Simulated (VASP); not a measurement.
# Ca in VASP: single point with PBE

Aim: the single point of Ca with PBE.

All numbers are computed with VASP 6.6.1; they aren't measurements. Logs are shortened: lines on timing, memory, paths and dates and some standing lists are left out, and cuts for length are marked.

## 1. The cell of the first run

The typed cell holds 1 atom: a = 3.903 Å, b = 3.903 Å, c = 3.903 Å, α = 119.88°, β = 119.89°, γ = 90.20°.

## 2. Single point, PBE

INCAR

```
ALGO     = Normal         # electronic algorithm
EDIFF    = 1E-7           # SCF threshold, eV
ENCUT    = 520            # plane-wave cutoff, eV
GGA      = PE             # functional
ISIF     = 2              # what is computed and relaxed
ISMEAR   = 0              # smearing method
LASPH    = T              # aspherical terms in the spheres
LCHARG   = F              # write CHGCAR
LREAL    = F              # projectors in reciprocal space
LWAVE    = F              # write WAVECAR
NBANDS   = 11             # bands
NELM     = 100            # most SCF steps
PREC     = Accurate       # precision mode
SIGMA    = 0.1            # smearing width, eV
```

KPOINTS

```
k-points
0
Gamma
  14 14 14
```

POSCAR

```
Ca
1.0
   -1.9552243210      1.9548782626      2.7553964885
    1.9552243210     -1.9548782626      2.7553964885
    1.9552243210      1.9548782626     -2.7553964885
Ca
1
Direct
    0.5000000000      0.5000000000      0.0000000000
```

Potentials or basis: VASP PAW PBE potentials, release 64 (Ca_sv).

Launch:

```
> cat potpaw_PBE.64/Ca_sv/POTCAR > POTCAR
> mpirun -np 1 vasp_std > vasp.out
```

OUTCAR:

```text
EDIFF = 1E-7
   ENCUT = 520
   GGA = PE
   ISIF = 2
   ISMEAR = 0
   LASPH = T
   LREAL = F
   NELM = 100
   PREC = Accurate

 ion  position               nearest neighbor table
   1  0.500  0.500  0.000-

  LATTYP: Found a body centered orthorhombic cell.
 ALAT       =     3.9097565252
 B/A-ratio  =     1.0001770230
 C/A-ratio  =     1.4094977376

  Lattice vectors:

 A1 = (   1.9552243210,  -1.9548782626,  -2.7553964885)
 A2 = (  -1.9552243210,   1.9548782626,  -2.7553964885)
 A3 = (   1.9552243210,   1.9548782626,   2.7553964885)

Analysis of symmetry for initial positions (statically):
=====================================================================
 Subroutine PRICEL returns:
 Original cell was already a primitive cell.

 Routine SETGRP: Setting up the symmetry group for a
 body centered orthorhombic supercell.

 Subroutine GETGRP returns: Found  8 space group operations
 (whereof  8 operations were pure point group operations)
 out of a pool of  8 trial point group operations.

The static configuration has the point symmetry D_2h.

Analysis of symmetry for dynamics (positions and initial velocities):
=====================================================================
 Subroutine PRICEL returns:
 Original cell was already a primitive cell.

 Routine SETGRP: Setting up the symmetry group for a
 body centered orthorhombic supercell.

 Subroutine GETGRP returns: Found  8 space group operations
 (whereof  8 operations were pure point group operations)
 out of a pool of  8 trial point group operations.

The dynamic configuration has the point symmetry D_2h.

 Subroutine INISYM returns: Found  8 space group operations
 (whereof  8 operations are pure point group operations),
 and found     1 'primitive' translations

----------------------------------------------------------------------------------------

                                     Primitive cell

  volume of cell :      42.1270

  direct lattice vectors                    reciprocal lattice vectors
    -1.955224321  1.954878263  2.755396489     0.000000000  0.255770402  0.181462088
     1.955224321 -1.954878263  2.755396489     0.255725133  0.000000000  0.181462088
     1.955224321  1.954878263 -2.755396489     0.255725133  0.255770402  0.000000000

  length of vectors
     3.903416577  3.903416577  3.903416577     0.313603234  0.313566314  0.361681963

  position of ions in fractional coordinates (direct lattice)
     0.500000000  0.500000000  0.000000000

  ion indices of the primitive-cell ions
   primitive index   ion index
                 1           1

----------------------------------------------------------------------------------------

 KPOINTS: k-points

Automatic generation of k-mesh.
 Grid dimensions read from file:
 generate k-points for:   14   14   14

 Generating k-lattice:

  Cartesian coordinates                     Fractional coordinates (reciprocal lattice)
     0.000000000  0.018269314  0.012961578     0.071428571 -0.000000000  0.000000000
     0.018266081  0.000000000  0.012961578     0.000000000  0.071428571  0.000000000
     0.018266081  0.018269314  0.000000000     0.000000000 -0.000000000  0.071428571

  Length of vectors
     0.022400231  0.022397594  0.025834426

  Shift w.r.t. Gamma in fractional coordinates (k-lattice)
     0.000000000  0.000000000  0.000000000

 Subroutine IBZKPT returns following result:
 ===========================================

 Found    428 irreducible k-points:

 Following reciprocal coordinates:
            Coordinates               Weight
  0.000000  0.000000  0.000000      1.000000
  0.071429 -0.000000  0.000000      4.000000
  0.142857  0.000000  0.000000      4.000000
  0.214286  0.000000 -0.000000      4.000000
  0.285714  0.000000  0.000000      4.000000
  0.357143  0.000000  0.000000      4.000000
[... 16 lines left out ...]
  0.000000  0.142857  0.000000      4.000000
  0.071429  0.142857  0.000000      8.000000
 [... further k-points ...]
   k-points           NKPTS =    428   k-points in BZ     NKDIM =    428   number of bands    NBANDS=     11
   number of dos      NEDOS =    301   number of ions     NIONS =      1
   total plane-waves  NPLWV =  27000
   dimension x,y,z NGX =    30 NGY =   30 NGZ =   30
   dimension x,y,z NGXF=    60 NGYF=   60 NGZF=   60
   ions per type =               1
   NGX,Y,Z   is equivalent  to a cutoff of  12.78, 12.78, 12.78 a.u.
   NGXF,Y,Z  is equivalent  to a cutoff of  25.55, 25.55, 25.55 a.u.
 SYSTEM =  unknown system
   PREC   = accura    normal or accurate (medium, high low for compatibility)
   ISTART =      0    job   : 0-new  1-cont  2-samecut
   ICHARG =      2    charge: 1-file 2-atom 10-const
   ISPIN  =      1    spin polarized calculation?
   LNONCOLLINEAR =      F non collinear calculations
   LSORBIT =      F    spin-orbit coupling
   LASPH  =      T    aspherical Exc in radial PAW
   ENCUT  =  520.0 eV  38.22 Ry    6.18 a.u.   7.26  7.26  7.26*2*pi/ulx,y,z
   NELM   =    100;   NELMIN=  2; NELMDL= -5     # of ELM steps
   EDIFF  = 0.1E-06   stopping-criterion for ELM
   LREAL  =      F    real-space projection
   EDIFFG = 0.1E-05   stopping-criterion for IOM
   NSW    =      0    number of steps for IOM
   IBRION =     -1    ionic relax: 0-MD 1-quasi-New 2-CG
   NFREE  =      0    steps in history (QN), initial steepest desc. (CG)
   ISIF   =      2    stress and relaxation
   ISYM   =      2    0-nonsym 1-usesym 2-fastsym
   POTIM  = 0.5000    time-step for ionic-motion
   TEBEG  =    0.0;   TEEND  =   0.0 temperature during run
   PSTRESS=    0.0 pullay stress
   NELECT =      10.0000    total number of electrons
   NUPDOWN=      -1.0000    fix difference up-down
   EMIN   =  10.00;   EMAX   =-10.00  energy-range for DOS
   EFERMI =   0.00;   METHOD = LEGACY
   ISMEAR =     0;   SIGMA  =   0.10  broadening in eV -4-tet -1-fermi 0-gaus
   EFERMI_NEDOS =   21; number of points for ismear=-14 and -15
   IALGO  =     38    algorithm
   IMIX   =      4    mixing-type and parameters
     AMIX     =   0.40;   BMIX     =  1.00
     AMIX_MAG =   1.60;   BMIX_MAG =  1.00
  volume/ion in A,a.u.               =      42.13       284.29
  Fermi-wavevector in a.u.,A,eV,Ry     =   1.013650  1.915521 13.979801  1.027486
  Thomas-Fermi vector in A             =   2.146831
   LORBIT       =      0    0 simple, 1 ext, 2 COOP (PROOUT), +10 PAW based schemes
   GGA     = PE    functional components
   LHFCALC =     F    Hartree Fock is set to
   AEXX    =    0.0000 exact exchange contribution
   IVDW    =     0    specifies the selected vdW correction
   LEPSILON=     F    determine dielectric tensor
   LRPA    =     F    only Hartree local field effects (RPA)
 non-spin polarized calculation
 Gauss-broadening in eV      SIGMA  =   0.10
  energy-cutoff  :      520.00
  volume of cell :       42.13
 maximum number of plane-waves:      1158
 NGX is ok and might be reduce to    30
   NGX = 15   NGY = 15   NGZ = 15

 number of electron      10.0000001 magnetization

 Free energy of the ion-electron system (eV)
  ---------------------------------------------------
  ext. energy  EPLUGINS =         0.00000000
  ---------------------------------------------------
  free energy    TOTEN  =        -1.93324618 eV

  energy without entropy =       -1.92623065  energy(sigma->0) =       -1.92973841

 E-fermi :   1.9597     XC(G=0):  -7.7412

 val. band max:        1.9492490037   @ k =   0.5000  -0.2143   0.0714
 cond. band min:       1.9847948302   @ k =  -0.3571   0.3571   0.3571
 fundamental gap:      0.0355458264
 Fermi energy:         1.9596627379

 k-point     1 :       0.0000    0.0000    0.0000
  band No.  band energies     occupation
      1     -40.0481      2.00000
      2     -20.9649      2.00000
      3     -20.9649      2.00000
      4     -20.9646      2.00000
      5      -2.0621      2.00000
      6       4.2999      0.00000
      7       4.3011      0.00000
      8       4.3158      0.00000
      9       5.3673      0.00000
     10       5.3873      0.00000
     11      11.0926      0.00000

 k-point     2 :       0.0714   -0.0000    0.0000
  band No.  band energies     occupation
      1     -40.0474      2.00000
      2     -20.9718      2.00000
      3     -20.9658      2.00000
      4     -20.9656      2.00000
      5      -1.9746      2.00000
      6       4.2106      0.00000
      7       4.3336      0.00000
      8       4.3450      0.00000
      9       5.3380      0.00000
     10       5.3572      0.00000
     11      11.2003      0.00000

 k-point     3 :       0.1429    0.0000    0.0000
  band No.  band energies     occupation
      1     -40.0455      2.00000
      2     -20.9913      2.00000
      3     -20.9686      2.00000
      4     -20.9682      2.00000
      5      -1.7163      2.00000
      6       3.9537      0.00000
      7       4.4098      0.00000
      8       4.4223      0.00000
      9       5.2859      0.00000
     10       5.3021      0.00000
     11      11.0346      0.00000

 k-point     4 :       0.2143    0.0000   -0.0000
  band No.  band energies     occupation
      1     -40.0428      2.00000
      2     -21.0194      2.00000
      3     -20.9725      2.00000
      4     -20.9721      2.00000
      5      -1.3006      2.00000
      6       3.5915      0.00000
      7       4.4491      0.00000
      8       4.4649      0.00000
      9       5.3128      0.00000
     10       5.3228      0.00000
     11       9.9196      0.00000

 k-point     5 :       0.2857    0.0000    0.0000
  band No.  band energies     occupation
      1     -40.0397      2.00000
      2     -21.0503      2.00000
      3     -20.9769      2.00000
      4     -20.9763      2.00000
      5      -0.7515      2.00000
      6       3.1662      0.00000
      7       4.3921      0.00000
      8       4.4109      0.00000
      9       5.4905      0.00000
     10       5.4940      0.00000
     11       8.8539      0.00000
[... 211 lines left out ...]
 k-point    21 :      -0.1429    0.0714   -0.0000
  band No.  band energies     occupation
      1     -40.0457      2.00000
      2     -20.9862      2.00000
      3     -20.9705      2.00000
      4     -20.9691      2.00000
      5      -1.7448      2.00000
      6       3.9885      0.00000
      7       4.4148      0.00000
      8       4.4276      0.00000
      9       5.1315      0.00000
     10       5.4262      0.00000
     11      11.3494      0.00000

 k-point    22 :      -0.0714    0.0714   -0.0000
  band No.  band energies     occupation
      1     -40.0472      2.00000
      2     -20.9717      2.00000
      3     -20.9674      2.00000
      4     -20.9671      2.00000
      5      -1.9457      2.00000
      6       4.1794      0.00000
      7       4.3471      0.00000
      8       4.3614      0.00000
      9       5.2550      0.00000
     10       5.4132      0.00000
     11      11.2465      0.00000

 k-point    23 :       0.0000    0.1429    0.0000
  band No.  band energies     occupation
      1     -40.0455      2.00000
      2     -20.9913      2.00000
      3     -20.9686      2.00000
      4     -20.9682      2.00000
      5      -1.7163      2.00000
      6       3.9530      0.00000
      7       4.4108      0.00000
      8       4.4216      0.00000
      9       5.2862      0.00000
     10       5.3022      0.00000
     11      11.0325      0.00000

 k-point    24 :       0.0714    0.1429    0.0000
  band No.  band energies     occupation
      1     -40.0441      2.00000
      2     -21.0025      2.00000
      3     -20.9752      2.00000
      4     -20.9683      2.00000
      5      -1.5189      2.00000
      6       3.7977      0.00000
      7       4.3969      0.00000
      8       4.5072      0.00000
      9       5.1221      0.00000
     10       5.4186      0.00000
     11      10.7081      0.00000

 [... further k-points ...]
[... 5 lines left out ...]
  --------------------------------------------------------------------------------------
  -------------------------------------------------------------------------------------
  Total        0.0065936      0.0079812      0.0146372     -0.0000000      0.0000000      0.0000000
  in kB        0.2507671      0.3035431      0.5566819     -0.0000000      0.0000000      0.0000000
  external PRESSURE =       0.3703307 kB  Pullay stress =       0.0000000 kB

 VOLUME and BASIS-vectors are now :
 -----------------------------------------------------------------------------
  energy-cutoff  :      520.00
  volume of cell :       42.13
      direct lattice vectors                 reciprocal lattice vectors
    -1.955224321  1.954878263  2.755396489     0.000000000  0.255770402  0.181462088
     1.955224321 -1.954878263  2.755396489     0.255725133  0.000000000  0.181462088
     1.955224321  1.954878263 -2.755396489     0.255725133  0.255770402  0.000000000

 POSITION                                       TOTAL-FORCE (eV/Angst)
 -----------------------------------------------------------------------------------
      0.00000      0.00000      2.75540         0.000000      0.000000      0.000000
 -----------------------------------------------------------------------------------
    total drift:                                0.000000     -0.000000      0.000000

  FREE ENERGIE OF THE ION-ELECTRON SYSTEM (eV)
  ---------------------------------------------------
  free  energy   TOTEN  =        -1.9332461814 eV

  energy  without entropy=       -1.9262306463  energy(sigma->0) =       -1.92973841
```

Run time: 3.4 min. Hardware: 1 thread of AMD EPYC 7R43 (Zen 3), shared host; peak memory 0.28 GiB.

Results:

```
Free energy            : -1.9332 eV
Pressure               : 0.0 GPa
Band gap on the k mesh : zero (band 5 reaches 2.12 eV, above the bottom of band 6 at 1.81 eV)
```

Levels at points of the mesh, in eV from the Fermi level:
| k point | band 2 | band 3 | band 4 | band 5 | band 6 | band 7 | band 8 | band 9 |
| --- | --- | --- | --- | --- | --- | --- | --- | --- |
| (0.00, 0.00, 0.00) | -22.92 | -22.92 | -22.92 | -4.02 | 2.34 | 2.34 | 2.36 | 3.41 |
| (0.50, 0.00, 0.00) | -23.06 | -22.94 | -22.94 | -0.98 | -0.15 | 2.22 | 2.24 | 4.10 |
| (0.00, 0.50, 0.00) | -23.06 | -22.94 | -22.94 | -0.98 | -0.15 | 2.22 | 2.24 | 4.10 |
| (0.50, 0.50, 0.00) | -23.06 | -22.98 | -22.97 | -0.45 | 0.59 | 0.97 | 4.10 | 4.28 |
| (0.50, 0.50, 0.50) | -23.06 | -22.98 | -22.98 | -0.44 | 0.58 | 1.00 | 4.10 | 4.29 |
